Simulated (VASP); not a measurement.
# LiYHg (P4/mmm) in VASP: notebook, part 2 of 2

VASP 6.6.1. The steps go on from the part before.

### Step 4. Single point, PBE

This run uses another cell than the first one, of 25.08 Å³/atom, 1.084 times its volume.

The input, INCAR:

```
PREC = Accurate
ENCUT = 520
EDIFF = 1E-7
ISMEAR = 0
SIGMA = 0.1
LREAL = F
LASPH = T
NELM = 100
ALGO = Normal
ISIF = 2
LWAVE = F
LCHARG = T
GGA = PE
LELF = T
LVHAR = T
NBANDS = 20
```

The input, KPOINTS:

```
regular mesh
0
Gamma
  4 4 4
```

The input, POSCAR:

```
LiYHg
1.0
    3.7942966300      0.0000000000      0.0000000000
    0.0000000000      3.7942966300      0.0000000000
    0.0000000000      0.0000000000      5.2267817200
Li Y Hg
1 1 1
Direct
    0.0000000000      0.0000000000      0.0000000000
    0.0000000000      0.0000000000      0.5000000000
    0.5000000000      0.5000000000      0.0000000000
```

Potentials or basis: VASP PAW PBE potentials, release 64 (Li_sv, Y_sv, Hg).

Command:

```bash
$ cat potpaw_PBE.64/Li_sv/POTCAR potpaw_PBE.64/Y_sv/POTCAR potpaw_PBE.64/Hg/POTCAR > POTCAR
$ mpirun -np 1 vasp_std > vasp.out
```

OUTCAR:

```text
PREC = Accurate
   ENCUT = 520
   EDIFF = 1E-7
   ISMEAR = 0
   LREAL = F
   LASPH = T
   NELM = 100
   ISIF = 2
   GGA = PE

 ion  position               nearest neighbor table
   1  0.000  0.000  0.000-   2 2.61   2 2.61   3 2.68   3 2.68   3 2.68   3 2.68
   2  0.000  0.000  0.500-   1 2.61   1 2.61   3 3.75   3 3.75   3 3.75   3 3.75   3 3.75   3 3.75
                             3 3.75   3 3.75
   3  0.500  0.500  0.000-   1 2.68   1 2.68   1 2.68   1 2.68   2 3.75   2 3.75   2 3.75   2 3.75
                             2 3.75   2 3.75   2 3.75   2 3.75

  LATTYP: Found a simple tetragonal cell.
 ALAT       =     3.7942966300
 C/A-ratio  =     1.3775363999

  Lattice vectors:

 A1 = (   3.7942966300,   0.0000000000,   0.0000000000)
 A2 = (   0.0000000000,   3.7942966300,   0.0000000000)
 A3 = (   0.0000000000,   0.0000000000,   5.2267817200)

Analysis of symmetry for initial positions (statically):
=====================================================================
 Subroutine PRICEL returns:
 Original cell was already a primitive cell.

 Routine SETGRP: Setting up the symmetry group for a
 simple tetragonal supercell.

 Subroutine GETGRP returns: Found 16 space group operations
 (whereof 16 operations were pure point group operations)
 out of a pool of 16 trial point group operations.

The static configuration has the point symmetry D_4h.

Analysis of symmetry for dynamics (positions and initial velocities):
=====================================================================
 Subroutine PRICEL returns:
 Original cell was already a primitive cell.

 Routine SETGRP: Setting up the symmetry group for a
 simple tetragonal supercell.

 Subroutine GETGRP returns: Found 16 space group operations
 (whereof 16 operations were pure point group operations)
 out of a pool of 16 trial point group operations.

The dynamic configuration has the point symmetry D_4h.

 Subroutine INISYM returns: Found 16 space group operations
 (whereof 16 operations are pure point group operations),
 and found     1 'primitive' translations

----------------------------------------------------------------------------------------

                                     Primitive cell

  volume of cell :      75.2483

  direct lattice vectors                    reciprocal lattice vectors
     3.794296630  0.000000000  0.000000000     0.263553459  0.000000000  0.000000000
     0.000000000  3.794296630  0.000000000     0.000000000  0.263553459  0.000000000
     0.000000000  0.000000000  5.226781720     0.000000000  0.000000000  0.191322319

  length of vectors
     3.794296630  3.794296630  5.226781720     0.263553459  0.263553459  0.191322319

  position of ions in fractional coordinates (direct lattice)
     0.000000000  0.000000000  0.000000000
     0.000000000  0.000000000  0.500000000
     0.500000000  0.500000000  0.000000000

  ion indices of the primitive-cell ions
   primitive index   ion index
                 1           1
                 2           2
                 3           3

----------------------------------------------------------------------------------------

 KPOINTS: regular mesh

Automatic generation of k-mesh.
 Grid dimensions read from file:
 generate k-points for:    4    4    4

 Generating k-lattice:

  Cartesian coordinates                     Fractional coordinates (reciprocal lattice)
     0.065888365  0.000000000  0.000000000     0.250000000  0.000000000  0.000000000
     0.000000000  0.065888365  0.000000000     0.000000000  0.250000000  0.000000000
     0.000000000  0.000000000  0.047830580     0.000000000  0.000000000  0.250000000

  Length of vectors
     0.065888365  0.065888365  0.047830580

  Shift w.r.t. Gamma in fractional coordinates (k-lattice)
     0.000000000  0.000000000  0.000000000

 Subroutine IBZKPT returns following result:
 ===========================================

 Found     18 irreducible k-points:

 Following reciprocal coordinates:
            Coordinates               Weight
  0.000000  0.000000  0.000000      1.000000
  0.250000  0.000000  0.000000      4.000000
  0.500000  0.000000  0.000000      2.000000
  0.250000  0.250000  0.000000      4.000000
  0.500000  0.250000  0.000000      4.000000
  0.500000  0.500000  0.000000      1.000000
[... 10 lines left out ...]
  0.500000  0.250000  0.500000      4.000000
  0.500000  0.500000  0.500000      1.000000
   k-points           NKPTS =     18   k-points in BZ     NKDIM =     18   number of bands    NBANDS=     20
   number of dos      NEDOS =    301   number of ions     NIONS =      3
   total plane-waves  NPLWV =  31360
   dimension x,y,z NGX =    28 NGY =   28 NGZ =   40
   dimension x,y,z NGXF=    56 NGYF=   56 NGZF=   80
   ions per type =               1   1   1
   NGX,Y,Z   is equivalent  to a cutoff of  12.27, 12.27, 12.72 a.u.
   NGXF,Y,Z  is equivalent  to a cutoff of  24.54, 24.54, 25.45 a.u.
 SYSTEM =  unknown system
   PREC   = accura    normal or accurate (medium, high low for compatibility)
   ISTART =      0    job   : 0-new  1-cont  2-samecut
   ICHARG =      2    charge: 1-file 2-atom 10-const
   ISPIN  =      1    spin polarized calculation?
   LNONCOLLINEAR =      F non collinear calculations
   LSORBIT =      F    spin-orbit coupling
   LASPH  =      T    aspherical Exc in radial PAW
   ENCUT  =  520.0 eV  38.22 Ry    6.18 a.u.   7.05  7.05  9.72*2*pi/ulx,y,z
   NELM   =    100;   NELMIN=  2; NELMDL= -5     # of ELM steps
   EDIFF  = 0.1E-06   stopping-criterion for ELM
   LREAL  =      F    real-space projection
   EDIFFG = 0.1E-05   stopping-criterion for IOM
   NSW    =      0    number of steps for IOM
   IBRION =     -1    ionic relax: 0-MD 1-quasi-New 2-CG
   NFREE  =      0    steps in history (QN), initial steepest desc. (CG)
   ISIF   =      2    stress and relaxation
   ISYM   =      2    0-nonsym 1-usesym 2-fastsym
   POTIM  = 0.5000    time-step for ionic-motion
   TEBEG  =    0.0;   TEEND  =   0.0 temperature during run
   PSTRESS=    0.0 pullay stress
   NELECT =      26.0000    total number of electrons
   NUPDOWN=      -1.0000    fix difference up-down
   EMIN   =  10.00;   EMAX   =-10.00  energy-range for DOS
   EFERMI =   0.00;   METHOD = LEGACY
   ISMEAR =     0;   SIGMA  =   0.10  broadening in eV -4-tet -1-fermi 0-gaus
   EFERMI_NEDOS =   21; number of points for ismear=-14 and -15
   IALGO  =     38    algorithm
   IMIX   =      4    mixing-type and parameters
     AMIX     =   0.40;   BMIX     =  1.00
     AMIX_MAG =   1.60;   BMIX_MAG =  1.00
  volume/ion in A,a.u.               =      25.08       169.27
  Fermi-wavevector in a.u.,A,eV,Ry     =   1.148771  2.170863 17.955280  1.319676
  Thomas-Fermi vector in A             =   2.285445
   LORBIT       =      0    0 simple, 1 ext, 2 COOP (PROOUT), +10 PAW based schemes
   GGA     = PE    functional components
   LHFCALC =     F    Hartree Fock is set to
   AEXX    =    0.0000 exact exchange contribution
   IVDW    =     0    specifies the selected vdW correction
   LEPSILON=     F    determine dielectric tensor
   LRPA    =     F    only Hartree local field effects (RPA)
 non-spin polarized calculation
 Gauss-broadening in eV      SIGMA  =   0.10
  energy-cutoff  :      520.00
  volume of cell :       75.25
 maximum number of plane-waves:      2044
   NGX = 15   NGY = 15   NGZ = 19

 number of electron      25.9999997 magnetization

 Free energy of the ion-electron system (eV)
  ---------------------------------------------------
  ext. energy  EPLUGINS =         0.00000000
  ---------------------------------------------------
  free energy    TOTEN  =        -7.83449723 eV

  energy without entropy =       -7.80890988  energy(sigma->0) =       -7.82170356

 E-fermi :   2.6086     XC(G=0):  -9.3404

 val. band max:        2.6082999163   @ k =   0.0000   0.0000   0.2500
 cond. band min:       2.6263489252   @ k =   0.0000   0.0000   0.0000
 fundamental gap:      0.0180490089
 Fermi energy:         2.6085532724

 k-point     1 :       0.0000    0.0000    0.0000
  band No.  band energies     occupation
      1     -44.2472      2.00000
      2     -41.2027      2.00000
      3     -21.2805      2.00000
      4     -21.0222      2.00000
      5     -21.0222      2.00000
      6      -4.6389      2.00000
[... 12 lines left out ...]
     19       5.8801      0.00000
[... 375 lines left out ...]
      4     -21.1619      2.00000
      5     -21.1619      2.00000
      6      -4.6672      2.00000
[... 12 lines left out ...]
     19       6.4670      0.00000
     20       6.7051      0.00000

------------------------ aborting loop because EDIFF is reached ----------------------------------------

  FORCE on cell =-STRESS in cart. coord.  units (eV):
  Direction    XX          YY          ZZ          XY          YZ          ZX
  --------------------------------------------------------------------------------------
  -------------------------------------------------------------------------------------
  Total       -3.2037512     -3.2037512      2.1729581      0.0000000      0.0000000      0.0000000
  in kB      -68.2138310    -68.2138310     46.2663261      0.0000000      0.0000000      0.0000000
  external PRESSURE =     -30.0537786 kB  Pullay stress =       0.0000000 kB

 VOLUME and BASIS-vectors are now :
 -----------------------------------------------------------------------------
  energy-cutoff  :      520.00
  volume of cell :       75.25
      direct lattice vectors                 reciprocal lattice vectors
     3.794296630  0.000000000  0.000000000     0.263553459  0.000000000  0.000000000
     0.000000000  3.794296630  0.000000000     0.000000000  0.263553459  0.000000000
     0.000000000  0.000000000  5.226781720     0.000000000  0.000000000  0.191322319

 POSITION                                       TOTAL-FORCE (eV/Angst)
 -----------------------------------------------------------------------------------
      0.00000      0.00000      0.00000         0.000000      0.000000      0.000000
      0.00000      0.00000      2.61339         0.000000      0.000000      0.000000
      1.89715      1.89715      0.00000         0.000000      0.000000      0.000000
 -----------------------------------------------------------------------------------
    total drift:                                0.000000      0.000000     -0.000000

  FREE ENERGIE OF THE ION-ELECTRON SYSTEM (eV)
  ---------------------------------------------------
  free  energy   TOTEN  =        -7.8344972349 eV

  energy  without entropy=       -7.8089098780  energy(sigma->0) =       -7.82170356
```

stdout:

```text
POSCAR found type information on POSCAR LiY Hg
 POSCAR found :  3 types and       3 ions
 scaLAPACK will be used
 LDA part: xc-table for (Slater+PW92), standard interpolation
 POSCAR, INCAR and KPOINTS ok, starting setup
 FFT: planning ... GRIDC
 FFT: planning ... GRID_SOFT
 FFT: planning ... GRID
 WAVECAR not read
 entering main loop
```

Run time: 28 s. Hardware: 1 thread of Intel Xeon Platinum 8259CL at 2.50GHz (Skylake/Cascade Lake), shared host; peak memory 0.2 GiB.

Results:

* Free energy: -7.8345 eV
* Band gap on the k mesh: zero (band 13 reaches 2.72 eV, above the bottom of band 14 at 1.55 eV)

Levels at points of the mesh, in eV from the Fermi level:
```csv
k point,band 11,band 12,band 13,band 14,band 15,band 16
"(0.00, 0.00, 0.00)",-6.49,-0.59,-0.23,0.02,2.30,2.30
"(0.50, 0.00, 0.00)",-4.64,-2.72,-0.62,0.23,1.79,2.36
"(0.50, 0.50, 0.00)",-3.19,-1.02,-1.02,0.75,0.94,0.94
"(0.00, 0.00, 0.50)",-5.67,-3.58,-0.02,-0.02,1.12,1.12
"(0.50, 0.00, 0.50)",-4.68,-1.22,-0.63,-0.49,0.43,2.09
"(0.50, 0.50, 0.50)",-2.44,-1.81,-1.81,-1.05,0.24,3.26
```

Caveat: the k points lie up to 0.41 Å⁻¹ apart; the cutoff is under 1.25 times the usual one of these potentials, so pressure, stress and relaxed cells hold a basis-set (Pulay) error; spin-orbit coupling is left out, which moves the levels of the heavy elements.

### Step 5. Single point, PBE

This run uses another cell than the first one, of 23.24 Å³/atom, 1.005 times its volume.

The input, INCAR:

```
SYSTEM = LiYHg
ALGO = Normal ; EDIFF = 1E-7
ENCUT = 520 ; GGA = PE
ISIF = 2 ; ISMEAR = 0
LASPH = .True. ; LCHARG = .False.
LREAL = .False. ; LWAVE = .False.
NBANDS = 20 ; NELM = 60
PREC = Accurate ; SIGMA = 0.1
```

The input, KPOINTS:

```
k-points
0
Gamma
  6 6 4
  0 0 0
```

The input, POSCAR:

```
LiYHg
1.0
    3.5524696759      0.0000000000      0.0000000000
    0.0000000000      3.5524696759      0.0000000000
    0.0000000000      0.0000000000      5.5245591469
Li Y Hg
1 1 1
Direct
    0.0000000000      0.0000000000      0.0000000000
    0.0000000000      0.0000000000      0.5000000000
    0.5000000000      0.5000000000      0.0000000000
```

Command:

```bash
$ cat potpaw_PBE.64/Li_sv/POTCAR potpaw_PBE.64/Y_sv/POTCAR potpaw_PBE.64/Hg/POTCAR > POTCAR
$ mpirun -np 1 vasp_std > vasp.out
```

It took 31 s on 1 thread of Intel Xeon Platinum 8488C (Sapphire Rapids), shared host; peak memory 0.21 GiB.

Results (log left out):

```yaml
Free_energy: -8.2266 eV
Band_gap_on_the_k_mesh: zero (band 13 reaches 3.26 eV, above the bottom of band 14 at 1.68 eV)
```

Levels at points of the mesh, in eV from the Fermi level:
| k point | band 10 | band 11 | band 12 | band 13 | band 14 | band 15 | band 16 | band 17 |
| --- | --- | --- | --- | --- | --- | --- | --- | --- |
| (0.00, 0.00, 0.00) | -6.79 | -6.65 | -1.14 | -0.90 | -0.13 | 2.87 | 2.87 | 2.97 |
| (0.50, 0.00, 0.00) | -6.74 | -4.49 | -2.56 | -0.90 | 0.14 | 2.21 | 2.97 | 3.03 |
| (0.50, 0.50, 0.00) | -6.49 | -2.73 | -0.86 | -0.86 | 0.98 | 0.99 | 0.99 | 1.33 |
| (0.00, 0.00, 0.50) | -6.78 | -5.98 | -3.87 | -0.18 | -0.17 | 1.95 | 1.95 | 3.97 |
| (0.50, 0.00, 0.50) | -6.72 | -4.62 | -1.22 | -0.63 | -0.37 | 0.72 | 2.26 | 2.38 |
| (0.50, 0.50, 0.50) | -6.49 | -1.92 | -1.65 | -1.65 | -1.25 | 0.68 | 3.35 | 3.35 |

Caveat: the cutoff is under 1.25 times the usual one of these potentials, so pressure, stress and relaxed cells hold a basis-set (Pulay) error; spin-orbit coupling is left out, which moves the levels of the heavy elements.

### Step 6. Summary

```tsv
task	cell	k mesh	cutoff (eV)	gap on the mesh (eV)
single point	a = 3.534, b = 3.534, c = 5.557 Å, 3 atoms	14 × 14 × 8	520	none
relaxation of cell and atoms	relaxed from a = 3.552, b = 3.552, c = 5.525 Å, 3 atoms	14 × 14 × 8	600	none
single point	a = 3.794, b = 3.794, c = 5.227 Å, 3 atoms	4 × 4 × 4	520	none
single point	a = 3.552, b = 3.552, c = 5.525 Å, 3 atoms	6 × 6 × 4	520	none
```

Alike in all rows: level PBE; potentials or basis VASP PAW PBE potentials, release 64 (Li_sv, Y_sv, Hg); no spin polarisation; smearing gaussian 0.1 eV.

Caveats: some runs use coarse meshes; the cutoff is under 1.25 times the usual one of these potentials, so pressure, stress and relaxed cells hold a basis-set (Pulay) error; spin-orbit coupling is left out, which moves the levels of the heavy elements.

Total energies depend on the potentials used, so only differences within one code and one set of settings carry meaning.
